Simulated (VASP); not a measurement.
A run of VASP 6.6.1 is set up as follows.

File INCAR:

```
PREC     = Accurate       # precision mode
ENCUT    = 910            # plane-wave cutoff, eV
EDIFF    = 1E-6           # SCF threshold, eV
ISMEAR   = 0              # smearing method
SIGMA    = 0.1            # smearing width, eV
LREAL    = F              # projectors in reciprocal space
LASPH    = T              # aspherical terms in the spheres
NELM     = 120            # most SCF steps
ALGO     = Normal         # electronic algorithm
ISIF     = 2              # what is computed and relaxed
LWAVE    = F              # write WAVECAR
LCHARG   = F              # write CHGCAR
GGA      = CA             # functional
NBANDS   = 11             # bands
GGA_COMPAT= F
```

Contents of KPOINTS:

```
regular mesh
0
Gamma
  8 8 8
```

The input POSCAR:

```
C
1.0
    0.0000000000      1.7834000000      1.7834000000
    1.7834000000      0.0000000000      1.7834000000
    1.7834000000      1.7834000000      0.0000000000
C
2
Direct
    0.5000000000      0.5000000000      0.5000000000
    0.7500000000      0.7500000000      0.7500000000
```

Potentials or basis: VASP PAW LDA potentials, release 64 (C_h).

Launch:

```console
$ cat potpaw_LDA.64/C_h/POTCAR > POTCAR
$ mpirun -np 1 vasp_std > vasp.out
```

(1) Predict the band gap on the k mesh.

(2) What does it give for the pressure?

## Answers

(1) 4.10 eV, indirect (least direct gap 5.54 eV).

(2) -12.5 GPa.

Caveat: the cutoff is under 1.25 times the usual one of these potentials, so pressure, stress and relaxed cells hold a basis-set (Pulay) error.
